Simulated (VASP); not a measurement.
# AlIn2As3 (P6_3mc) in VASP: single point with PBE

Aim: the single point of AlIn2As3 with PBE.

Program: VASP 6.6.1. These are calculated values, not measurements. Logs are shortened: lines on timing, memory, paths and dates and some standing lists are left out, and cuts for length are marked.

## (1) The cell of the first run

Symmetry: P6_3mc, No. 186, hexagonal system. The conventional cell has a = 4.252 Å, b = 4.252 Å, c = 21.025 Å, α = 90.00°, β = 90.00°, γ = 120.00°. Within 3.3 Å of Al (site symmetry 3m) lie 4 As at 2.49 to 2.56 Å. Within 3.5 Å of In (site symmetry 3m) lie 4 As at 2.64 to 2.69 Å. In (site symmetry 3m) has 4 As at 2.64 to 2.67 Å within 3.5 Å. Within 3.4 Å of As (site symmetry 3m) lie 3 Al at 2.56 Å and 1 In at 2.69 Å. Within 3.5 Å of As (site symmetry 3m) lie 4 In at 2.64 to 2.67 Å. Within 3.3 Å of As (site symmetry 3m) lie 1 Al at 2.49 Å and 3 In at 2.64 Å.

## (2) Single point, PBE

Input file INCAR:

```
SYSTEM = AlIn2As3
PREC = Accurate
ENCUT = 520
EDIFF = 1E-7
ISMEAR = 0
SIGMA = 0.1
LREAL = .FALSE.
LASPH = .TRUE.
NELM = 60
ALGO = Normal
ISIF = 2
LWAVE = .FALSE.
LCHARG = .FALSE.
GGA = PE
NBANDS = 56
```

Input file KPOINTS:

```
Automatic mesh
0
G
  12 12 2
  0 0 0
```

Input file POSCAR:

```
AlIn2As3
1.0
    4.2522331073     -0.0000000289      0.0000000000
   -2.1261165286      3.6825419081      0.0000000000
    0.0000000000      0.0000000000     21.0246643000
Al In As
2 4 6
Direct
    0.3333333333      0.6666666667      0.6667020000
    0.6666666667      0.3333333333      0.1667020000
    0.3333333333      0.6666666667      0.0038480000
    0.3333333333      0.6666666667      0.3309530000
    0.6666666667      0.3333333333      0.5038480000
    0.6666666667      0.3333333333      0.8309530000
    0.3333333333      0.6666666667      0.1316280000
    0.3333333333      0.6666666667      0.4579190000
    0.3333333333      0.6666666667      0.7849500000
    0.6666666667      0.3333333333      0.2849500000
    0.6666666667      0.3333333333      0.6316280000
    0.6666666667      0.3333333333      0.9579190000
```

Potentials or basis: VASP PAW PBE potentials, release 64 (Al, In_d, As).

Started as:

```bash
cat potpaw_PBE.64/Al/POTCAR potpaw_PBE.64/In_d/POTCAR potpaw_PBE.64/As/POTCAR > POTCAR
mpirun -np 1 vasp_std > vasp.out
```

OUTCAR:

```text
SYSTEM = AlIn2As3
   PREC = Accurate
   ENCUT = 520
   EDIFF = 1E-7
   ISMEAR = 0
   LREAL = .FALSE.
   LASPH = .TRUE.
   NELM = 60
   ISIF = 2
   GGA = PE

 ion  position               nearest neighbor table
   1  0.333  0.667  0.667-   9 2.49  11 2.56  11 2.56  11 2.56
   2  0.667  0.333  0.167-  10 2.49   7 2.56   7 2.56   7 2.56
   3  0.333  0.667  0.004-  12 2.64  12 2.64  12 2.64   7 2.69
   4  0.333  0.667  0.331-  10 2.64  10 2.64  10 2.64   8 2.67
   5  0.667  0.333  0.504-   8 2.64   8 2.64   8 2.64  11 2.69
   6  0.667  0.333  0.831-   9 2.64   9 2.64   9 2.64  12 2.67
   7  0.333  0.667  0.132-   2 2.56   2 2.56   2 2.56   3 2.69
   8  0.333  0.667  0.458-   5 2.64   5 2.64   5 2.64   4 2.67
   9  0.333  0.667  0.785-   1 2.49   6 2.64   6 2.64   6 2.64
  10  0.667  0.333  0.285-   2 2.49   4 2.64   4 2.64   4 2.64
  11  0.667  0.333  0.632-   1 2.56   1 2.56   1 2.56   5 2.69
  12  0.667  0.333  0.958-   3 2.64   3 2.64   3 2.64   6 2.67

  LATTYP: Found a hexagonal cell.
 ALAT       =     4.2522331073
 C/A-ratio  =     4.9443818741

  Lattice vectors:

 A1 = (   4.2522331073,  -0.0000000289,   0.0000000000)
 A2 = (  -2.1261165286,   3.6825419081,   0.0000000000)
 A3 = (   0.0000000000,   0.0000000000,  21.0246643000)

Analysis of symmetry for initial positions (statically):
=====================================================================
 Subroutine PRICEL returns:
 Original cell was already a primitive cell.

 Routine SETGRP: Setting up the symmetry group for a
 hexagonal supercell.

 Subroutine GETGRP returns: Found 12 space group operations
 (whereof  6 operations were pure point group operations)
 out of a pool of 24 trial point group operations.

The static configuration has the point symmetry C_3v.
 The point group associated with its full space group is C_6v.

Analysis of symmetry for dynamics (positions and initial velocities):
=====================================================================
 Subroutine PRICEL returns:
 Original cell was already a primitive cell.

 Routine SETGRP: Setting up the symmetry group for a
 hexagonal supercell.

 Subroutine GETGRP returns: Found 12 space group operations
 (whereof  6 operations were pure point group operations)
 out of a pool of 24 trial point group operations.

The dynamic configuration has the point symmetry C_3v.
 The point group associated with its full space group is C_6v.

 Subroutine INISYM returns: Found 12 space group operations
 (whereof  6 operations are pure point group operations),
 and found     1 'primitive' translations

----------------------------------------------------------------------------------------
[... 130 lines left out ...]
   IALGO  =     38    algorithm
   IMIX   =      4    mixing-type and parameters
     AMIX     =   0.40;   BMIX     =  1.00
     AMIX_MAG =   1.60;   BMIX_MAG =  1.00
  volume/ion in A,a.u.               =      27.44       185.14
  Fermi-wavevector in a.u.,A,eV,Ry     =   1.054560  1.992829 15.130983  1.112096
  Thomas-Fermi vector in A             =   2.189724
   LORBIT       =      0    0 simple, 1 ext, 2 COOP (PROOUT), +10 PAW based schemes
   GGA     = PE    functional components
   LHFCALC =     F    Hartree Fock is set to
   AEXX    =    0.0000 exact exchange contribution
   IVDW    =     0    specifies the selected vdW correction
   LEPSILON=     F    determine dielectric tensor
   LRPA    =     F    only Hartree local field effects (RPA)
 non-spin polarized calculation
 Gauss-broadening in eV      SIGMA  =   0.10
  energy-cutoff  :      520.00
  volume of cell :      329.23
 maximum number of plane-waves:      8940
 NGX is ok and might be reduce to    32
   NGX = 15   NGY = 15   NGZ = 79

 number of electron      88.0000025 magnetization

 Free energy of the ion-electron system (eV)
  ---------------------------------------------------
  ext. energy  EPLUGINS =         0.00000000
  ---------------------------------------------------
  free energy    TOTEN  =       -49.25421439 eV

  energy without entropy =      -49.25345727  energy(sigma->0) =      -49.25383583

 E-fermi :   4.0667     XC(G=0):  -8.8533

 val. band max:        4.0451365663   @ k =   0.0000   0.0000   0.0000
 cond. band min:       4.7418533633   @ k =   0.0000   0.0000   0.5000
 fundamental gap:      0.6967167970
 Fermi energy:         4.0667459210

 k-point     1 :       0.0000    0.0000    0.0000
  band No.  band energies     occupation
      1     -10.4012      2.00000
      2     -10.4008      2.00000
      3     -10.3469      2.00000
      4     -10.3466      2.00000
      5     -10.3322      2.00000
      6     -10.3322      2.00000
[... 1405 lines left out ...]
     55       8.6272      0.00000
     56       8.6301      0.00000

 [... further k-points ...]

------------------------ aborting loop because EDIFF is reached ----------------------------------------

  FORCE on cell =-STRESS in cart. coord.  units (eV):
  Direction    XX          YY          ZZ          XY          YZ          ZX
  --------------------------------------------------------------------------------------
  -------------------------------------------------------------------------------------
  Total        0.1425961      0.1425961      0.1517602      0.0000000      0.0000000     -0.0000000
  in kB        0.6939439      0.6939439      0.7385410      0.0000000      0.0000000     -0.0000000
  external PRESSURE =       0.7088096 kB  Pullay stress =       0.0000000 kB

 VOLUME and BASIS-vectors are now :
 -----------------------------------------------------------------------------
  energy-cutoff  :      520.00
  volume of cell :      329.23
      direct lattice vectors                 reciprocal lattice vectors
     4.252233107 -0.000000029  0.000000000     0.235170551  0.135775779  0.000000000
    -2.126116529  3.682541908  0.000000000     0.000000002  0.271551561  0.000000000
     0.000000000  0.000000000 21.024664300     0.000000000  0.000000000  0.047563185

 POSITION                                       TOTAL-FORCE (eV/Angst)
 -----------------------------------------------------------------------------------
      0.00000      2.45503     14.01719         0.000000      0.000000     -0.002710
      2.12612      1.22751      3.50485        -0.000000      0.000000     -0.002710
      0.00000      2.45503      0.08090         0.000000      0.000000     -0.000716
      0.00000      2.45503      6.95818        -0.000000      0.000000      0.001207
      2.12612      1.22751     10.59324        -0.000000      0.000000     -0.000716
      2.12612      1.22751     17.47051         0.000000     -0.000000      0.001207
      0.00000      2.45503      2.76743        -0.000000      0.000000     -0.003223
      0.00000      2.45503      9.62759        -0.000000     -0.000000     -0.000233
      0.00000      2.45503     16.50331        -0.000000     -0.000000      0.005675
      2.12612      1.22751      5.99098        -0.000000      0.000000      0.005675
      2.12612      1.22751     13.27977        -0.000000      0.000000     -0.003223
      2.12612      1.22751     20.13993        -0.000000      0.000000     -0.000233
 -----------------------------------------------------------------------------------
    total drift:                                0.000000     -0.000000     -0.000848

  FREE ENERGIE OF THE ION-ELECTRON SYSTEM (eV)
  ---------------------------------------------------
  free  energy   TOTEN  =       -49.2542143934 eV

  energy  without entropy=      -49.2534572670  energy(sigma->0) =      -49.25383583
```

stdout:

```text
POSCAR found type information on POSCAR AlInAs
 POSCAR found :  3 types and      12 ions
 scaLAPACK will be used
 LDA part: xc-table for (Slater+PW92), standard interpolation
 POSCAR, INCAR and KPOINTS ok, starting setup
 FFT: planning ... GRIDC
 FFT: planning ... GRID_SOFT
 FFT: planning ... GRID
 WAVECAR not read
 entering main loop
```

Wall time 9.8 min (1 thread of Intel Xeon Platinum 8488C (Sapphire Rapids), shared host); peak memory 0.79 GiB.

Results:

- Free energy: -49.2542 eV
- Pressure: 0.1 GPa
- Largest force: 0.006 eV/Å

Forces on the atoms (eV/Å):
```
Al   0.000  0.000 -0.003
Al   0.000  0.000 -0.003
In   0.000  0.000 -0.001
In   0.000  0.000  0.001
In   0.000  0.000 -0.001
In   0.000  0.000  0.001
As   0.000  0.000 -0.003
As   0.000  0.000  0.000
As   0.000  0.000  0.006
As   0.000  0.000  0.006
As   0.000  0.000 -0.003
As   0.000  0.000  0.000
```

Caveat: spin-orbit coupling is left out, which moves the levels of the heavy elements.
